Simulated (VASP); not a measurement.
# BiH in VASP: further runs

The runs below take BiH through single point, with PBE.

Program: VASP 6.6.1. These are calculated values, not measurements. Logs are shortened: lines on timing, memory, paths and dates and some standing lists are left out, and cuts for length are marked.

## (1) The cell of the first run

The typed cell holds 2 atoms: a = 3.840 Å, b = 3.579 Å, c = 3.579 Å, α = 64.89°, β = 57.56°, γ = 57.55°.

## (2) Single point, PBE

File INCAR:

```
SYSTEM = BiH
PREC = Accurate
ENCUT = 520
EDIFF = 1E-6
ISMEAR = 0
SIGMA = 0.1
LREAL = .False.
LASPH = .True.
NELM = 60
ALGO = Normal
ISIF = 2
LWAVE = .False.
LCHARG = .True.
GGA = PE
LELF = .True.
LVHAR = .True.
NBANDS = 15
```

File KPOINTS:

```
Automatic mesh
0
Gamma
  6 6 6
  0 0 0
```

File POSCAR:

```
BiH
1.0
    0.0000000000      2.7153262646      2.7156673958
    2.3315973676      0.0000000000      2.7156673958
    2.3315973676      2.7153262646      0.0000000000
Bi H
1 1
Direct
    0.0000000000      0.0000000000      0.0000000000
    0.5000000000      0.5000000000      0.5000000000
```

Potentials or basis: VASP PAW PBE potentials, release 64 (Bi_d, H).

Command:

```
$ cat potpaw_PBE.64/Bi_d/POTCAR potpaw_PBE.64/H/POTCAR > POTCAR
$ mpirun -np 1 vasp_std > vasp.out
```

OUTCAR:

```text
SYSTEM = BiH
   PREC = Accurate
   ENCUT = 520
   EDIFF = 1E-6
   ISMEAR = 0
   LREAL = .False.
   LASPH = .True.
   NELM = 60
   ISIF = 2
   GGA = PE

 ion  position               nearest neighbor table
   1  0.000  0.000  0.000-   2 2.33   2 2.33
   2  0.500  0.500  0.500-   1 2.33   1 2.33

  LATTYP: Found a face centered orthorhombic cell.
 ALAT       =     4.6631947352
 B/A-ratio  =     1.1645776850
 C/A-ratio  =     1.1647239929

  Lattice vectors:

 A1 = (   0.0000000000,   2.7153262646,   2.7156673958)
 A2 = (   2.3315973676,   0.0000000000,   2.7156673958)
 A3 = (   2.3315973676,   2.7153262646,   0.0000000000)

Analysis of symmetry for initial positions (statically):
=====================================================================
 Subroutine PRICEL returns:
 Original cell was already a primitive cell.

 Routine SETGRP: Setting up the symmetry group for a
 face centered orthorhombic supercell.

 Subroutine GETGRP returns: Found  8 space group operations
 (whereof  8 operations were pure point group operations)
 out of a pool of  8 trial point group operations.

The static configuration has the point symmetry D_2h.

Analysis of symmetry for dynamics (positions and initial velocities):
=====================================================================
 Subroutine PRICEL returns:
 Original cell was already a primitive cell.

 Routine SETGRP: Setting up the symmetry group for a
 face centered orthorhombic supercell.

 Subroutine GETGRP returns: Found  8 space group operations
 (whereof  8 operations were pure point group operations)
 out of a pool of  8 trial point group operations.

The dynamic configuration has the point symmetry D_2h.

 Subroutine INISYM returns: Found  8 space group operations
 (whereof  8 operations are pure point group operations),
 and found     1 'primitive' translations

----------------------------------------------------------------------------------------

                                     Primitive cell

  volume of cell :      34.3860

  direct lattice vectors                    reciprocal lattice vectors
     0.000000000  2.715326265  2.715667396    -0.214445258  0.184139934  0.184116803
     2.331597368  0.000000000  2.715667396     0.214445258 -0.184139934  0.184116803
     2.331597368  2.715326265  0.000000000     0.214445258  0.184139934 -0.184116803

  length of vectors
     3.840292453  3.579273067  3.579014251     0.337332598  0.337332598  0.337332598

  position of ions in fractional coordinates (direct lattice)
     0.000000000  0.000000000  0.000000000
     0.500000000  0.500000000  0.500000000

[... 89 lines left out ...]
   EMIN   =  10.00;   EMAX   =-10.00  energy-range for DOS
   EFERMI =   0.00;   METHOD = LEGACY
   ISMEAR =     0;   SIGMA  =   0.10  broadening in eV -4-tet -1-fermi 0-gaus
   EFERMI_NEDOS =   21; number of points for ismear=-14 and -15
   IALGO  =     38    algorithm
   IMIX   =      4    mixing-type and parameters
     AMIX     =   0.40;   BMIX     =  1.00
     AMIX_MAG =   1.60;   BMIX_MAG =  1.00
  volume/ion in A,a.u.               =      17.19       116.02
  Fermi-wavevector in a.u.,A,eV,Ry     =   1.268589  2.397285 21.896085  1.609317
  Thomas-Fermi vector in A             =   2.401675
   LORBIT       =      0    0 simple, 1 ext, 2 COOP (PROOUT), +10 PAW based schemes
   GGA     = PE    functional components
   LHFCALC =     F    Hartree Fock is set to
   AEXX    =    0.0000 exact exchange contribution
   IVDW    =     0    specifies the selected vdW correction
   LEPSILON=     F    determine dielectric tensor
   LRPA    =     F    only Hartree local field effects (RPA)
 non-spin polarized calculation
 Gauss-broadening in eV      SIGMA  =   0.10
  energy-cutoff  :      520.00
  volume of cell :       34.39
 maximum number of plane-waves:       937
 NGX is ok and might be reduce to    30
   NGX = 15   NGY = 13   NGZ = 13

 number of electron      16.0000001 magnetization

 Free energy of the ion-electron system (eV)
  ---------------------------------------------------
  ext. energy  EPLUGINS =         0.00000000
  ---------------------------------------------------
  free energy    TOTEN  =        -6.00735015 eV

  energy without entropy =       -6.00613523  energy(sigma->0) =       -6.00674269

 E-fermi :   7.6248     XC(G=0): -10.3459

 val. band max:        7.6200228341   @ k =  -0.3333   0.3333   0.3333
 cond. band min:       7.8316182305   @ k =   0.0000   0.0000   0.0000
 fundamental gap:      0.2115953963
 Fermi energy:         7.6247698158

 k-point     1 :       0.0000    0.0000    0.0000
  band No.  band energies     occupation
      1     -15.7962      2.00000
      2     -15.7961      2.00000
      3     -15.7641      2.00000
      4     -15.7467      2.00000
      5     -15.6980      2.00000
      6      -6.2983      2.00000
      7       7.8316      0.00344
      8      10.8488      0.00000
      9      11.4575      0.00000
     10      11.4576      0.00000
     11      16.5291      0.00000
     12      17.3022      0.00000
     13      17.3029      0.00000
     14      17.6322      0.00000
[... 401 lines left out ...]
      2     -15.7701      2.00000
      3     -15.7356      2.00000
      4     -15.7025      2.00000
      5     -15.6857      2.00000
      6      -3.9053      2.00000
      7       3.7164      2.00000
      8       6.2246      2.00000
      9       6.5679      2.00000
     10      10.3419      0.00000
     11      15.4479      0.00000
     12      15.5659      0.00000
     13      19.6379      0.00000
     14      21.1006      0.00000
     15      21.4038      0.00000

 [... further k-points ...]

------------------------ aborting loop because EDIFF is reached ----------------------------------------

  FORCE on cell =-STRESS in cart. coord.  units (eV):
  Direction    XX          YY          ZZ          XY          YZ          ZX
  --------------------------------------------------------------------------------------
  -------------------------------------------------------------------------------------
  Total       -0.0132846     -0.0076887     -0.0109027      0.0000000      0.0000000      0.0000000
  in kB       -0.6189785     -0.3582479     -0.5079973      0.0000000      0.0000000      0.0000000
  external PRESSURE =      -0.4950746 kB  Pullay stress =       0.0000000 kB

 VOLUME and BASIS-vectors are now :
 -----------------------------------------------------------------------------
  energy-cutoff  :      520.00
  volume of cell :       34.39
      direct lattice vectors                 reciprocal lattice vectors
     0.000000000  2.715326265  2.715667396    -0.214445258  0.184139934  0.184116803
     2.331597368  0.000000000  2.715667396     0.214445258 -0.184139934  0.184116803
     2.331597368  2.715326265  0.000000000     0.214445258  0.184139934 -0.184116803

 POSITION                                       TOTAL-FORCE (eV/Angst)
 -----------------------------------------------------------------------------------
      0.00000      0.00000      0.00000        -0.000000      0.000000      0.000000
      2.33160      2.71533      2.71567         0.000000     -0.000000     -0.000000
 -----------------------------------------------------------------------------------
    total drift:                               -0.000000      0.000000      0.000000

  FREE ENERGIE OF THE ION-ELECTRON SYSTEM (eV)
  ---------------------------------------------------
  free  energy   TOTEN  =        -6.0073501542 eV

  energy  without entropy=       -6.0061352311  energy(sigma->0) =       -6.00674269
```

OSZICAR:

```text
N       E                     dE             d eps       ncg     rms          rms(c)
DAV:   1     0.114808265513E+03    0.11481E+03   -0.83339E+03  1402   0.124E+03
DAV:   2     0.637067838877E+00   -0.11417E+03   -0.11021E+03  1499   0.336E+02
DAV:   3    -0.609090137181E+01   -0.67280E+01   -0.67022E+01  1793   0.776E+01
DAV:   4    -0.623911134524E+01   -0.14821E+00   -0.14818E+00  1762   0.123E+01
DAV:   5    -0.624543175442E+01   -0.63204E-02   -0.63203E-02  2050   0.231E+00    0.224E+00
DAV:   6    -0.602900785917E+01    0.21642E+00   -0.17299E-01  1881   0.343E+00    0.776E-01
DAV:   7    -0.600612249414E+01    0.22885E-01   -0.76382E-02  1825   0.157E+00    0.225E-01
DAV:   8    -0.600740084788E+01   -0.12784E-02   -0.11088E-02  1751   0.934E-01    0.815E-02
DAV:   9    -0.600736406020E+01    0.36788E-04   -0.42761E-04  1944   0.166E-01    0.217E-02
DAV:  10    -0.600735115409E+01    0.12906E-04   -0.12228E-04  1821   0.122E-01    0.136E-02
DAV:  11    -0.600735015422E+01    0.99986E-06   -0.43636E-06  1895   0.190E-02
   1 F= -.60073502E+01 E0= -.60067427E+01  d E =-.121492E-02
```

stdout:

```text
POSCAR found type information on POSCAR BiH
 POSCAR found :  2 types and       2 ions
 scaLAPACK will be used
 LDA part: xc-table for (Slater+PW92), standard interpolation
 POSCAR, INCAR and KPOINTS ok, starting setup
 FFT: planning ... GRIDC
 FFT: planning ... GRID_SOFT
 FFT: planning ... GRID
 WAVECAR not read
 entering main loop
```

Wall time 19 s (1 thread of Oxide Virtual Turin-like, shared host); peak memory 0.13 GiB.

Results:

```
Free energy            : -6.0074 eV
Pressure               : 0.0 GPa
Band gap on the k mesh : zero (bands 8 and 9 overlap by 5.94 eV)
```

Caveat: spin-orbit coupling is left out, which moves the levels of the heavy elements.

## (3) Single point, PBE

This run uses another cell than the first one, of 18.17 Å³/atom.

File INCAR:

```
SYSTEM = BiH
PREC     = Accurate       ! precision mode
ENCUT    = 520            ! plane-wave cutoff, eV
EDIFF    = 1E-6           ! SCF threshold, eV
ISMEAR   = 0              ! smearing method
SIGMA    = 0.1            ! smearing width, eV
LREAL    = .FALSE.        ! projectors in reciprocal space
LASPH    = .TRUE.         ! aspherical terms in the spheres
NELM     = 80             ! most SCF steps
ALGO     = Fast           ! electronic algorithm
ISIF     = 2              ! what is computed and relaxed
LWAVE    = .FALSE.        ! write WAVECAR
LCHARG   = .FALSE.        ! write CHGCAR
GGA      = PE             ! functional
NBANDS   = 15             ! bands
```

File KPOINTS:

```
regular mesh
0
G
  20 20 20
  0 0 0
```

File POSCAR:

```
BiH
1.0
   -2.0388989042      2.0388989042      2.1858540844
    2.0388989042     -2.0388989042      2.1858540844
    2.0388989042      2.0388989042     -2.1858540844
Bi H
1 1
Direct
    0.0000000000      0.0000000000      0.0000000000
    0.5000000000      0.5000000000      0.0000000000
```

Potentials or basis: VASP PAW PBE potentials, release 64 (Bi_d, H).

Command:

```
$ cat potpaw_PBE.64/Bi_d/POTCAR potpaw_PBE.64/H/POTCAR > POTCAR
$ mpirun -np 1 vasp_std > vasp.out
```

OUTCAR:

```text
SYSTEM = BiH
   PREC = Accurate
   ENCUT = 520
   EDIFF = 1E-6
   ISMEAR = 0
   LREAL = .FALSE.
   LASPH = .TRUE.
   NELM = 80
   ISIF = 2
   GGA = PE

 ion  position               nearest neighbor table
   1  0.000  0.000  0.000-   2 2.19   2 2.19
   2  0.500  0.500  0.000-   1 2.19   1 2.19

  LATTYP: Found a body centered tetragonal cell.
 ALAT       =     4.0777978084
 C/A-ratio  =     1.0720757561

  Lattice vectors:

 A1 = (  -2.0388989042,   2.0388989042,   2.1858540844)
 A2 = (   2.0388989042,  -2.0388989042,   2.1858540844)
 A3 = (   2.0388989042,   2.0388989042,  -2.1858540844)

Analysis of symmetry for initial positions (statically):
=====================================================================
 Subroutine PRICEL returns:
 Original cell was already a primitive cell.

 Routine SETGRP: Setting up the symmetry group for a
 body centered tetragonal supercell.

 Subroutine GETGRP returns: Found 16 space group operations
 (whereof 16 operations were pure point group operations)
 out of a pool of 16 trial point group operations.

The static configuration has the point symmetry D_4h.

Analysis of symmetry for dynamics (positions and initial velocities):
=====================================================================
 Subroutine PRICEL returns:
 Original cell was already a primitive cell.

 Routine SETGRP: Setting up the symmetry group for a
 body centered tetragonal supercell.

 Subroutine GETGRP returns: Found 16 space group operations
 (whereof 16 operations were pure point group operations)
 out of a pool of 16 trial point group operations.

The dynamic configuration has the point symmetry D_4h.

 Subroutine INISYM returns: Found 16 space group operations
 (whereof 16 operations are pure point group operations),
 and found     1 'primitive' translations

----------------------------------------------------------------------------------------

                                     Primitive cell

[... 120 lines left out ...]
   LRPA    =     F    only Hartree local field effects (RPA)
 non-spin polarized calculation
 RMM-DIIS sequential band-by-band and
 Gauss-broadening in eV      SIGMA  =   0.10
  energy-cutoff  :      520.00
  volume of cell :       36.35
 maximum number of plane-waves:       994
   NGX = 13   NGY = 13   NGZ = 13

 number of electron      16.0000004 magnetization

 Free energy of the ion-electron system (eV)
  ---------------------------------------------------
  ext. energy  EPLUGINS =         0.00000000
  ---------------------------------------------------
  free energy    TOTEN  =        -5.95798308 eV

  energy without entropy =       -5.95334886  energy(sigma->0) =       -5.95566597

 E-fermi :   6.7700     XC(G=0): -10.0450

 val. band max:        6.7694566797   @ k =  -0.1000   0.0500   0.0000
 cond. band min:       6.7711102184   @ k =  -0.2500   0.2500   0.1500
 fundamental gap:      0.0016535388
 Fermi energy:         6.7699866643

 k-point     1 :       0.0000    0.0000    0.0000
  band No.  band energies     occupation
      1     -16.3909      2.00000
      2     -16.3909      2.00000
      3     -16.3889      2.00000
      4     -16.3312      2.00000
      5     -16.3187      2.00000
      6      -6.6563      2.00000
      7       7.2792      0.00000
      8       9.7512      0.00000
      9      10.6063      0.00000
     10      10.6063      0.00000
     11      15.6594      0.00000
     12      16.0011      0.00000
     13      16.0011      0.00000
     14      16.4241      0.00000
[... 401 lines left out ...]
      2     -16.3698      2.00000
      3     -16.3346      2.00000
      4     -16.3216      2.00000
      5     -16.3017      2.00000
      6      -5.0723      2.00000
      7       1.9895      2.00000
      8       7.8409      0.00000
      9       8.3832      0.00000
     10      12.1220      0.00000
     11      12.5702      0.00000
     12      13.7894      0.00000
     13      17.9727      0.00000
     14      19.9841      0.00000
     15      21.0776      0.00000

 [... further k-points ...]

------------------------ aborting loop because EDIFF is reached ----------------------------------------

  FORCE on cell =-STRESS in cart. coord.  units (eV):
  Direction    XX          YY          ZZ          XY          YZ          ZX
  --------------------------------------------------------------------------------------
  -------------------------------------------------------------------------------------
  Total       -0.0348160     -0.0348160     -0.0299108      0.0000000      0.0000000      0.0000000
  in kB       -1.5346752     -1.5346752     -1.3184551      0.0000000      0.0000000      0.0000000
  external PRESSURE =      -1.4626018 kB  Pullay stress =       0.0000000 kB

 VOLUME and BASIS-vectors are now :
 -----------------------------------------------------------------------------
  energy-cutoff  :      520.00
  volume of cell :       36.35
      direct lattice vectors                 reciprocal lattice vectors
    -2.038898904  2.038898904  2.185854084     0.000000000  0.245230403  0.228743539
     2.038898904 -2.038898904  2.185854084     0.245230403  0.000000000  0.228743539
     2.038898904  2.038898904 -2.185854084     0.245230403  0.245230403  0.000000000

 POSITION                                       TOTAL-FORCE (eV/Angst)
 -----------------------------------------------------------------------------------
      0.00000      0.00000      0.00000        -0.000000      0.000000     -0.000000
      0.00000      0.00000      2.18585         0.000000      0.000000      0.000000
 -----------------------------------------------------------------------------------
    total drift:                                0.000000     -0.000000     -0.000000

  FREE ENERGIE OF THE ION-ELECTRON SYSTEM (eV)
  ---------------------------------------------------
  free  energy   TOTEN  =        -5.9579830840 eV

  energy  without entropy=       -5.9533488560  energy(sigma->0) =       -5.95566597
```

OSZICAR:

```text
N       E                     dE             d eps       ncg     rms          rms(c)
DAV:   1     0.118913067966E+03    0.11891E+03   -0.81829E+03 19360   0.123E+03
DAV:   2     0.101552495821E+01   -0.11790E+03   -0.11360E+03 21120   0.335E+02
DAV:   3    -0.606107490262E+01   -0.70766E+01   -0.70459E+01 24452   0.791E+01
DAV:   4    -0.622510453607E+01   -0.16403E+00   -0.16399E+00 24114   0.129E+01
DAV:   5    -0.623224318893E+01   -0.71387E-02   -0.71385E-02 27807   0.243E+00    0.246E+00
RMM:   6    -0.598540861035E+01    0.24683E+00   -0.10726E-01 23076   0.231E+00    0.862E-01
RMM:   7    -0.595777956700E+01    0.27629E-01   -0.54931E-02 22615   0.122E+00    0.257E-01
RMM:   8    -0.595810244238E+01   -0.32288E-03   -0.54796E-03 24137   0.951E-01    0.910E-02
RMM:   9    -0.595827387513E+01   -0.17143E-03   -0.29607E-03 26185   0.461E-01    0.885E-02
RMM:  10    -0.595795551723E+01    0.31836E-03   -0.72285E-04 26821   0.316E-01    0.121E-02
RMM:  11    -0.595797945275E+01   -0.23936E-04   -0.26006E-04 30742   0.129E-01    0.771E-03
RMM:  12    -0.595798226174E+01   -0.28090E-05   -0.35246E-05 30413   0.511E-02    0.115E-02
RMM:  13    -0.595798308395E+01   -0.82221E-06   -0.58206E-06 22557   0.227E-02
   1 F= -.59579831E+01 E0= -.59556660E+01  d E =-.463423E-02
```

stdout:

```text
POSCAR found type information on POSCAR BiH
 POSCAR found :  2 types and       2 ions
 scaLAPACK will be used
 LDA part: xc-table for (Slater+PW92), standard interpolation
 POSCAR, INCAR and KPOINTS ok, starting setup
 FFT: planning ... GRIDC
 FFT: planning ... GRID_SOFT
 FFT: planning ... GRID
 WAVECAR not read
 entering main loop
WARNING in EDDRMM: call to ZHEGV failed, returncode =   8  4     13
WARNING in EDDRMM: call to ZHEGV failed, returncode =   6  3     14
WARNING in EDDRMM: call to ZHEGV failed, returncode =   8  4     14
WARNING in EDDRMM: call to ZHEGV failed, returncode =   8  4     14
```

Run time: 6 min. Hardware: 1 thread of Oxide Virtual Turin-like, shared host; peak memory 0.39 GiB.

What came out:

- Free energy: -5.9580 eV
- Pressure: -0.1 GPa
- Band gap on the k mesh: zero (bands 8 and 9 overlap by 6.03 eV)

Levels at points of the mesh, in eV from the Fermi level:
```csv
k point,band 4,band 5,band 6,band 7,band 8,band 9,band 10,band 11,band 12,band 13
"(0.00, 0.00, 0.00)",-23.10,-23.09,-13.43,0.51,2.98,3.84,3.84,8.89,9.23,9.23
"(0.50, 0.00, 0.00)",-23.09,-23.04,-10.74,-6.84,0.72,1.16,5.04,6.48,6.82,11.99
"(0.50, 0.50, 0.00)",-23.08,-23.03,-10.96,-4.62,-1.40,0.15,2.03,6.24,11.10,12.60
"(0.50, 0.50, 0.50)",-23.04,-23.04,-9.30,-3.01,-2.74,-1.69,-1.69,3.57,14.61,14.76
```

Caveat: spin-orbit coupling is left out, which moves the levels of the heavy elements.

The gap in the log of VASP goes by the Fermi energy; the results here count the filled bands.